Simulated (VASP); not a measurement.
A run of VASP 6.6.1 is set up as follows.

INCAR

```
SYSTEM = SnO
  PREC = Accurate
  ENCUT = 520
  EDIFF = 1E-7
  ISMEAR = 0
  SIGMA = 0.01
  LREAL = .FALSE.
  LASPH = .TRUE.
  NELM = 80
  ALGO = Normal
  ISIF = 2
  LWAVE = .FALSE.
  LCHARG = .TRUE.
  GGA = PE
  LELF = .TRUE.
  LVHAR = .TRUE.
  NBANDS = 28
```

File KPOINTS:

```
Automatic mesh
0
G
  10 10 8
  0 0 0
```

Contents of POSCAR:

```
SnO
1.0
    3.8682628244      0.0000000000      0.0000000000
    0.0000000000      3.8682628244      0.0000000000
    0.4052992155      0.0000000000      5.0662401931
Sn O
2 2
Direct
   -0.0207762449      0.5000000000      0.2284555121
    0.5207762449      0.0000000000      0.7715444879
    0.5024547627      0.5000000000      0.0002720565
   -0.0024547627      0.0000000000     -0.0002720565
```

Potentials or basis: VASP PAW PBE potentials, release 64 (Sn_d, O).

Launch:

```bash
$ cat potpaw_PBE.64/Sn_d/POTCAR potpaw_PBE.64/O/POTCAR > POTCAR
$ mpirun -np 1 vasp_std > vasp.out
```

Question: Predict the pressure.

Answer: 0.5 GPa.

Question: What does it give for the largest force?

Answer: 0.074 eV/Å.

Question: What does it give for the band gap on the k mesh?

Answer: 0.59 eV (least direct gap 1.87 eV).

Stress tensor (GPa, compression positive):
```
 0.42  0.00 -1.45
 0.00  0.49  0.00
-1.45  0.00  0.62
```

Caveat: the cell differs from its parent crystal (shear of c along a, cell held: +8.0 %, then relaxed in part); semilocal functionals underestimate gaps, and a narrow one can read as zero; spin-orbit coupling is left out, which moves the levels of the heavy elements. A k mesh can miss the band edges.
